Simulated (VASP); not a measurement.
# TiN (rocksalt type) (Fm-3m) in VASP: further runs

The runs below take TiN (rocksalt type) through single point, with r2SCAN.

All numbers are computed with VASP 6.6.1; they aren't measurements. Logs are shortened: lines on timing, memory, paths and dates and some standing lists are left out, and cuts for length are marked.

### 1 The cell of the first run

The structure is cubic, space group Fm-3m (No. 225). The conventional cell has a = 4.233 Å, b = 4.233 Å, c = 4.233 Å, α = 90.00°, β = 90.00°, γ = 90.00°. Ti (site symmetry m-3m) has 6 N at 2.12 Å within 2.8 Å. Within 2.8 Å of N (site symmetry m-3m) lie 6 Ti at 2.12 Å.

### 2 Single point, r2SCAN (9.48 Å³/atom)

The input, POSCAR:

```
TiN
1.0
    0.0000000000      2.1165700727      2.1165700727
    2.1165700727      0.0000000000      2.1165700727
    2.1165700727      2.1165700727      0.0000000000
Ti N
1 1
Direct
    0.0000000000      0.0000000000      0.0000000000
    0.5000000000      0.5000000000      0.5000000000
```

The input, INCAR.step1:

```
PREC = Accurate
ENCUT = 1460
ISMEAR = -1
SIGMA = 0.1
LREAL = F
LASPH = T
NELM = 120
NBANDS = 16
GGA = PE
ALGO = Normal
EDIFF = 1E-5
LWAVE = T
LCHARG = F
GGA_COMPAT = F
```

The input, INCAR.step2:

```
PREC = Accurate
ENCUT = 1460
EDIFF = 1E-6
ISMEAR = -1
SIGMA = 0.1
LREAL = F
LASPH = T
NELM = 120
ALGO = Normal
ISIF = 2
LWAVE = F
LCHARG = T
METAGGA = R2SCAN
LMIXTAU = T
LELF = T
LVHAR = T
NBANDS = 16
ISTART = 1
GGA_COMPAT = F
```

The input, KPOINTS:

```
Automatic mesh
0
Gamma
  17 17 17
```

Potentials or basis: VASP PAW PBE potentials, release 64 (Ti_sv, N_h).

Command:

```console
$ cat potpaw_PBE.64/Ti_sv/POTCAR potpaw_PBE.64/N_h/POTCAR > POTCAR
$ cp INCAR.step1 INCAR
$ mpirun -np 1 vasp_std > vasp.out
$ cp INCAR.step2 INCAR
$ mpirun -np 1 vasp_std > vasp.out
```

OUTCAR:

```text
PREC = Accurate
   ENCUT = 1460
   EDIFF = 1E-6
   ISMEAR = -1
   LREAL = F
   LASPH = T
   NELM = 120
   ISIF = 2
   METAGGA = R2SCAN
   ISTART = 1

 ion  position               nearest neighbor table
   1  0.000  0.000  0.000-   2 2.12   2 2.12   2 2.12   2 2.12   2 2.12   2 2.12
   2  0.500  0.500  0.500-   1 2.12   1 2.12   1 2.12   1 2.12   1 2.12   1 2.12

  LATTYP: Found a face centered cubic cell.
 ALAT       =     4.2331401454

  Lattice vectors:

 A1 = (   0.0000000000,   2.1165700727,   2.1165700727)
 A2 = (   2.1165700727,   0.0000000000,   2.1165700727)
 A3 = (   2.1165700727,   2.1165700727,   0.0000000000)

Analysis of symmetry for initial positions (statically):
=====================================================================
 Subroutine PRICEL returns:
 Original cell was already a primitive cell.

 Routine SETGRP: Setting up the symmetry group for a
 face centered cubic supercell.

 Subroutine GETGRP returns: Found 48 space group operations
 (whereof 48 operations were pure point group operations)
 out of a pool of 48 trial point group operations.

The static configuration has the point symmetry O_h .

Analysis of symmetry for dynamics (positions and initial velocities):
=====================================================================
 Subroutine PRICEL returns:
 Original cell was already a primitive cell.

 Routine SETGRP: Setting up the symmetry group for a
 face centered cubic supercell.

 Subroutine GETGRP returns: Found 48 space group operations
 (whereof 48 operations were pure point group operations)
 out of a pool of 48 trial point group operations.

The dynamic configuration has the point symmetry O_h .

 Subroutine INISYM returns: Found 48 space group operations
 (whereof 48 operations are pure point group operations),
 and found     1 'primitive' translations

----------------------------------------------------------------------------------------

                                     Primitive cell

  volume of cell :      18.9639

  direct lattice vectors                    reciprocal lattice vectors
     0.000000000  2.116570073  2.116570073    -0.236231253  0.236231253  0.236231253
     2.116570073  0.000000000  2.116570073     0.236231253 -0.236231253  0.236231253
     2.116570073  2.116570073  0.000000000     0.236231253  0.236231253 -0.236231253

  length of vectors
     2.993282103  2.993282103  2.993282103     0.409164532  0.409164532  0.409164532

[... 79 lines left out ...]
   NELM   =    120;   NELMIN=  2; NELMDL=  0     # of ELM steps
   EDIFF  = 0.1E-05   stopping-criterion for ELM
   LREAL  =      F    real-space projection
   EDIFFG = 0.1E-04   stopping-criterion for IOM
   NSW    =      0    number of steps for IOM
   IBRION =     -1    ionic relax: 0-MD 1-quasi-New 2-CG
   NFREE  =      0    steps in history (QN), initial steepest desc. (CG)
   ISIF   =      2    stress and relaxation
   ISYM   =      2    0-nonsym 1-usesym 2-fastsym
   POTIM  = 0.5000    time-step for ionic-motion
   TEBEG  =    0.0;   TEEND  =   0.0 temperature during run
   PSTRESS=    0.0 pullay stress
   NELECT =      17.0000    total number of electrons
   NUPDOWN=      -1.0000    fix difference up-down
   EMIN   =  10.00;   EMAX   =-10.00  energy-range for DOS
   EFERMI =   0.00;   METHOD = LEGACY
   ISMEAR =    -1;   SIGMA  =   0.10  broadening in eV -4-tet -1-fermi 0-gaus
   EFERMI_NEDOS =   21; number of points for ismear=-14 and -15
   IALGO  =     38    algorithm
   IMIX   =      4    mixing-type and parameters
     AMIX     =   0.40;   BMIX     =  1.00
     AMIX_MAG =   1.60;   BMIX_MAG =  1.00
  volume/ion in A,a.u.               =       9.48        63.99
  Fermi-wavevector in a.u.,A,eV,Ry     =   1.578514  2.982959 33.901732  2.491707
  Thomas-Fermi vector in A             =   2.679033
   LORBIT       =      0    0 simple, 1 ext, 2 COOP (PROOUT), +10 PAW based schemes
   METAGGA = R2SCAN    functional components
   LHFCALC =     F    Hartree Fock is set to
   AEXX    =    0.0000 exact exchange contribution
   IVDW    =     0    specifies the selected vdW correction
   LEPSILON=     F    determine dielectric tensor
   LRPA    =     F    only Hartree local field effects (RPA)
 non-spin polarized calculation
  energy-cutoff  :     1460.00
  volume of cell :       18.96
 maximum number of plane-waves:      2421
 NGX is ok and might be reduce to    40
   NGX = 19   NGY = 19   NGZ = 19

 number of electron      17.0000000 magnetization

 Free energy of the ion-electron system (eV)
  ---------------------------------------------------
  ext. energy  EPLUGINS =         0.00000000
  ---------------------------------------------------
  free energy    TOTEN  =       -26.03204986 eV

  energy without entropy =      -26.00552792  energy(sigma->0) =      -26.01878889

 E-fermi :  12.0938     XC(G=0): -13.9032

 val. band max:       12.0773857652   @ k =  -0.1176   0.0588   0.0000
 cond. band min:      12.1126779392   @ k =   0.1765   0.0000   0.0000
 fundamental gap:      0.0352921740
 Fermi energy:        12.0938323077

 k-point     1 :       0.0000    0.0000    0.0000
  band No.  band energies     occupation
      1     -48.2638      2.00000
      2     -23.1983      2.00000
      3     -23.1983      2.00000
      4     -23.1983      2.00000
      5      -6.2060      2.00000
      6       9.7013      2.00000
[... 433 lines left out ...]
      3     -23.2265      2.00000
      4     -23.2017      2.00000
      5      -5.7921      2.00000
      6       7.8732      2.00000
[... 8 lines left out ...]
     15      26.0593      0.00000
     16      31.1847      0.00000

 [... further k-points ...]

------------------------ aborting loop because EDIFF is reached ----------------------------------------

  FORCE on cell =-STRESS in cart. coord.  units (eV):
  Direction    XX          YY          ZZ          XY          YZ          ZX
  --------------------------------------------------------------------------------------
  -------------------------------------------------------------------------------------
  Total        0.1683700      0.1683700      0.1683700      0.0000000     -0.0000000      0.0000000
  in kB       14.2248345     14.2248345     14.2248345      0.0000000     -0.0000000      0.0000000
  external PRESSURE =      14.2248345 kB  Pullay stress =       0.0000000 kB

 VOLUME and BASIS-vectors are now :
 -----------------------------------------------------------------------------
  energy-cutoff  :     1460.00
  volume of cell :       18.96
      direct lattice vectors                 reciprocal lattice vectors
     0.000000000  2.116570073  2.116570073    -0.236231253  0.236231253  0.236231253
     2.116570073  0.000000000  2.116570073     0.236231253 -0.236231253  0.236231253
     2.116570073  2.116570073  0.000000000     0.236231253  0.236231253 -0.236231253

 POSITION                                       TOTAL-FORCE (eV/Angst)
 -----------------------------------------------------------------------------------
      0.00000      0.00000      0.00000         0.000000     -0.000000      0.000000
      2.11657      2.11657      2.11657        -0.000000      0.000000      0.000000
 -----------------------------------------------------------------------------------
    total drift:                                0.000000     -0.000000     -0.000000

  FREE ENERGIE OF THE ION-ELECTRON SYSTEM (eV)
  ---------------------------------------------------
  free  energy   TOTEN  =       -26.0320498636 eV

  energy  without entropy=      -26.0055279167  energy(sigma->0) =      -26.01878889
```

OSZICAR.step1:

```text
N       E                     dE             d eps       ncg     rms          rms(c)
DAV:   1     0.205238384802E+03    0.20524E+03   -0.15746E+04  5288   0.264E+03
DAV:   2    -0.759847767973E+01   -0.21284E+03   -0.19697E+03  6016   0.511E+02
DAV:   3    -0.241360267806E+02   -0.16538E+02   -0.16070E+02  6504   0.123E+02
DAV:   4    -0.247944804947E+02   -0.65845E+00   -0.65698E+00  6800   0.229E+01
DAV:   5    -0.248081544277E+02   -0.13674E-01   -0.13673E-01  6160   0.309E+00    0.183E+01
DAV:   6    -0.200316303752E+02    0.47765E+01   -0.12990E+01  7176   0.533E+01    0.671E+00
DAV:   7    -0.196946797567E+02    0.33695E+00   -0.16856E+00  6704   0.158E+01    0.480E+00
DAV:   8    -0.198727318494E+02   -0.17805E+00   -0.99112E-01  6992   0.146E+01    0.537E+00
DAV:   9    -0.196663300567E+02    0.20640E+00   -0.29677E-01  6016   0.843E+00    0.131E+00
DAV:  10    -0.196614784759E+02    0.48516E-02   -0.31888E-02  6208   0.208E+00    0.377E-01
DAV:  11    -0.196585032492E+02    0.29752E-02   -0.44648E-03  8408   0.718E-01    0.129E-01
DAV:  12    -0.196584884007E+02    0.14848E-04   -0.39381E-04  5568   0.176E-01    0.663E-02
DAV:  13    -0.196584756742E+02    0.12727E-04   -0.11913E-04  6024   0.172E-01    0.232E-02
DAV:  14    -0.196584709305E+02    0.47437E-05   -0.12818E-05  4168   0.575E-02
   1 F= -.19658471E+02 E0= -.19644708E+02  d E =-.275253E-01
```

It took 11 min on 1 thread of Intel Xeon Platinum 8488C (Sapphire Rapids), shared host; peak memory 0.44 GiB.

Results:

```
Free energy            : -26.0320 eV
Pressure               : 1.4 GPa
Band gap on the k mesh : zero (an odd number of electrons rules out a gap without spin polarisation)
```

Caveat: the PAW data sets were made with another functional, which shifts forces and pressure a little; an odd number of electrons without spin polarisation forces a metal; a magnetic or distorted state may lie lower.

### 3 Single point, r2SCAN

POSCAR is that of step 2.

The input, INCAR.step1:

```
SYSTEM = TiN
PREC = Accurate ; ENCUT = 1460
ISMEAR = -1 ; SIGMA = 0.1
LREAL = .False. ; LASPH = .True.
NELM = 120 ; NBANDS = 16
GGA = PE ; ALGO = Normal
EDIFF = 1E-5 ; LWAVE = .True.
LCHARG = .False. ; GGA_COMPAT = .False.
```

The input, INCAR.step2:

```
SYSTEM = TiN
PREC = Accurate ; ENCUT = 1460
EDIFF = 1E-6 ; ISMEAR = -1
SIGMA = 0.1 ; LREAL = .False.
LASPH = .True. ; NELM = 120
ALGO = Normal ; ISIF = 2
LWAVE = .False. ; LCHARG = .True.
METAGGA = R2SCAN ; LMIXTAU = .True.
LELF = .True. ; LVHAR = .True.
NBANDS = 16 ; ISTART = 1
GGA_COMPAT = .False.
```

The input, KPOINTS:

```
regular mesh
0
Gamma
  17 17 17
  0 0 0
```

Potentials or basis: VASP PAW PBE potentials, release 64 (Ti_sv, N_h).

Command:

```console
$ cat potpaw_PBE.64/Ti_sv/POTCAR potpaw_PBE.64/N_h/POTCAR > POTCAR
$ cp INCAR.step1 INCAR
$ mpirun -np 1 vasp_std > vasp.out
$ cp INCAR.step2 INCAR
$ mpirun -np 1 vasp_std > vasp.out
```

It took 6 min on 1 thread of Intel Xeon 6975P-C (Granite Rapids), shared host; peak memory 0.45 GiB.

The run converged. Its results:

| Item | Value |
| --- | --- |
| Free energy | -26.0320 eV |
| Pressure | 1.4 GPa |
| Band gap on the k mesh | zero (an odd number of electrons rules out a gap without spin polarisation) |

Levels at points of the mesh, in eV from the Fermi level:
| k point | band 5 | band 6 | band 7 | band 8 | band 9 | band 10 | band 11 | band 12 | band 13 | band 14 |
| --- | --- | --- | --- | --- | --- | --- | --- | --- | --- | --- |
| (0.00, 0.00, 0.00) | -18.30 | -2.39 | -2.39 | -2.39 | -0.62 | -0.62 | -0.62 | 0.59 | 0.59 | 5.93 |

Caveat: the PAW data sets were made with another functional, which shifts forces and pressure a little; an odd number of electrons without spin polarisation forces a metal; a magnetic or distorted state may lie lower.

The gap in the log of VASP goes by the Fermi energy; the results here count the filled bands.